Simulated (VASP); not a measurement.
# Ag (P6_3/mmc) in VASP: a series of runs, part 2 of 2

VASP 6.6.1. Earlier steps stand in the parts before.

**4. Relaxation of cell and atoms, LDA**

This run uses another cell than the first one, of 16.09 Å³/atom.

INCAR

```
ALGO = Fast
EDIFF = 1E-6
EDIFFG = -0.005
ENCUT = 600
GGA = CA
IBRION = 2
ISIF = 3
ISMEAR = 0
LASPH = True
LCHARG = False
LREAL = False
LWAVE = False
NELM = 60
NSW = 100
PREC = Accurate
SIGMA = 0.1
```

KPOINTS

```
k-points
0
Gamma
  18 18 6
```

POSCAR

```
Ag
1.0
    2.8531214060      0.0000000000      0.0000000000
   -1.4265607030      2.4708756177      0.0000000000
    0.0000000000      0.0000000000      9.1289430119
Ag
4
Direct
    0.3333333333      0.6666666667      0.2500000000
    0.6666666667      0.3333333333      0.7500000000
    0.0000000000      0.0000000000      0.0000000000
    0.0000000000      0.0000000000      0.5000000000
```

Potentials or basis: VASP PAW LDA potentials, release 64 (Ag).

Command:

```
$ cat potpaw_LDA.64/Ag/POTCAR > POTCAR
$ mpirun -np 1 vasp_std > vasp.out
```

OUTCAR:

```text
EDIFF = 1E-6
   EDIFFG = -0.005
   ENCUT = 600
   GGA = CA
   IBRION = 2
   ISIF = 3
   ISMEAR = 0
   LASPH = True
   LREAL = False
   NELM = 60
   NSW = 100
   PREC = Accurate

 ion  position               nearest neighbor table
   1  0.333  0.667  0.250-   3 2.81   4 2.81   3 2.81   4 2.81   3 2.81   4 2.81
   2  0.667  0.333  0.750-   3 2.81   4 2.81   3 2.81   4 2.81   3 2.81   4 2.81
   3  0.000  0.000  0.000-   1 2.81   2 2.81   2 2.81   1 2.81   2 2.81   1 2.81
   4  0.000  0.000  0.500-   1 2.81   2 2.81   2 2.81   1 2.81   2 2.81   1 2.81

  LATTYP: Found a hexagonal cell.
 ALAT       =     2.8531214060
 C/A-ratio  =     3.1996335637

  Lattice vectors:

 A1 = (   2.8531214060,   0.0000000000,   0.0000000000)
 A2 = (  -1.4265607030,   2.4708756177,   0.0000000000)
 A3 = (   0.0000000000,   0.0000000000,   9.1289430119)

Analysis of symmetry for initial positions (statically):
=====================================================================
 Subroutine PRICEL returns:
 Original cell was already a primitive cell.

 Routine SETGRP: Setting up the symmetry group for a
 hexagonal supercell.

 Subroutine GETGRP returns: Found 24 space group operations
 (whereof 12 operations were pure point group operations)
[... 180 lines left out ...]
  -------------------------------------------------------------------------------------
  Total       -0.4738331     -0.4738331      0.5699934      0.0000000     -0.0000000      0.0000000
  in kB      -11.7962594    -11.7962594     14.1902086      0.0000000     -0.0000000      0.0000000
  external PRESSURE =      -3.1341034 kB  Pullay stress =       0.0000000 kB
[... 139 lines left out ...]
--------------------------------------- Ionic step        5  -------------------------------------------

 number of electron      44.0000007 magnetization

 Free energy of the ion-electron system (eV)
  ---------------------------------------------------
  ext. energy  EPLUGINS =         0.00000000
  ---------------------------------------------------
  free energy    TOTEN  =       -15.11708883 eV

  energy without entropy =      -15.11172319  energy(sigma->0) =      -15.11440601

 E-fermi :   8.9997     XC(G=0): -12.9444

 val. band max:        8.9900632844   @ k =   0.2222   0.2222   0.0000
 cond. band min:       9.0226341026   @ k =   0.3889   0.0556   0.0000
 fundamental gap:      0.0325708182
 Fermi energy:         8.9997104936

 k-point     1 :       0.0000    0.0000    0.0000
  band No.  band energies     occupation
      1       0.7450      2.00000
      2       2.2093      2.00000
      3       2.2172      2.00000
      4       2.2328      2.00000
      5       4.0127      2.00000
      6       4.0127      2.00000
[... 685 lines left out ...]
     25      14.3338      0.00000
     26      14.4416      0.00000

 [... further k-points ...]

------------------------ aborting loop because EDIFF is reached ----------------------------------------

  FORCE on cell =-STRESS in cart. coord.  units (eV):
  Direction    XX          YY          ZZ          XY          YZ          ZX
  --------------------------------------------------------------------------------------
  -------------------------------------------------------------------------------------
  Total       -0.0135194     -0.0135194     -0.0023116      0.0000000     -0.0000000      0.0000000
  in kB       -0.3375121     -0.3375121     -0.0577080      0.0000000     -0.0000000      0.0000000
  external PRESSURE =      -0.2442441 kB  Pullay stress =       0.0000000 kB
[... 19 lines left out ...]
  FREE ENERGIE OF THE ION-ELECTRON SYSTEM (eV)
  ---------------------------------------------------
  free  energy   TOTEN  =       -15.1170888305 eV

  energy  without entropy=      -15.1117231864  energy(sigma->0) =      -15.11440601

 reached required accuracy - stopping structural energy minimisation
```

OSZICAR:

```text
N       E                     dE             d eps       ncg     rms          rms(c)
DAV:   1     0.325176276953E+03    0.32518E+03   -0.25402E+04  7704   0.190E+03
[... 39 lines left out ...]
       N       E                     dE             d eps       ncg     rms          rms(c)
DAV:   1    -0.151245903120E+02   -0.78893E-02   -0.14683E-01  7814   0.335E+00    0.543E-01
RMM:   2    -0.151174483004E+02    0.71420E-02   -0.22119E-02  7696   0.115E+00    0.181E-01
RMM:   3    -0.151171900375E+02    0.25826E-03   -0.11807E-03  7696   0.208E-01    0.127E-01
RMM:   4    -0.151170895613E+02    0.10048E-03   -0.21202E-04  7696   0.109E-01    0.212E-02
RMM:   5    -0.151170882339E+02    0.13274E-05   -0.47472E-05  7696   0.492E-02    0.928E-03
RMM:   6    -0.151170888305E+02   -0.59660E-06   -0.65197E-06  6367   0.161E-02
   5 F= -.15117089E+02 E0= -.15114406E+02  d E =-.515836E-03
```

It took 16 min on 1 thread of Intel Xeon 8259CL, shared host; peak memory 0.35 GiB.

What came out:

| Item | Value |
| --- | --- |
| Free energy | -15.1171 eV |
| Relaxed volume | 16.04 Å³/atom |
| Relaxed cell | a = 2.831 Å, b = 2.831 Å, c = 9.247 Å, α = 90.00°, β = 90.00°, γ = 120.00° |
| Space group after relaxing (to 0.1 Å) | P6_3/mmc (No. 194) |
| Energy gained by relaxing | 1.9 meV/atom |
| Ionic steps | 5 |
| Pressure after relaxing | 0.0 GPa |
| Band gap on the k mesh | zero (bands 22 and 23 overlap by 6.71 eV) |

Step by step:
| step | energy change (eV) | largest force (eV/Å) | pressure (GPa) | volume (Å³) |
| --- | --- | --- | --- | --- |
| 1 | 0.0000 | 0.0000 | -0.31 | 64.36 |
| 2 | -0.0064 | 0.0000 | 0.25 | 64.06 |
| 3 | -0.0072 | 0.0000 | 0.52 | 63.92 |
| 4 | -0.0073 | 0.0000 | -0.53 | 64.39 |
| 5 | -0.0077 | 0.0000 | -0.02 | 64.18 |

Final structure:
```yaml
crystal:
  lattice:
    - [2.83082, 0.00000, 0.00000]
    - [-1.41541, 2.45156, 0.00000]
    - [0.00000, 0.00000, 9.24746]
  atoms:
    - { symbol: Ag, position: [0.33333, 0.66667, 0.25000] }
    - { symbol: Ag, position: [0.66667, 0.33333, 0.75000] }
    - { symbol: Ag, position: [0.00000, 0.00000, 0.00000] }
    - { symbol: Ag, position: [0.00000, 0.00000, 0.50000] }
```

**5. Summary**

```csv
task,cell,k mesh,cutoff (eV),gap on the mesh (eV),pressure (GPa)
single point,"a = 2.886, b = 2.886, c = 10.000 Å, angles 90.0, 90.0, 120.0°, 4 atoms",6 × 6 × 2,520,none,-10.5
single point,"a = 2.829, b = 2.829, c = 9.246 Å, angles 90.0, 90.0, 120.0°, 4 atoms",18 × 18 × 6,520,none,0.1
relaxation of cell and atoms,"relaxed from a = 2.853, b = 2.853, c = 9.129 Å, angles 90.0, 90.0, 120.0°, 4 atoms",18 × 18 × 6,600,none,0.0
```

Alike in all rows: level LDA; potentials or basis VASP PAW LDA potentials, release 64 (Ag); no spin polarisation; smearing gaussian 0.1 eV.

Caveats: some runs use coarse meshes.

Absolute energies hang on the potentials; compare differences alone.
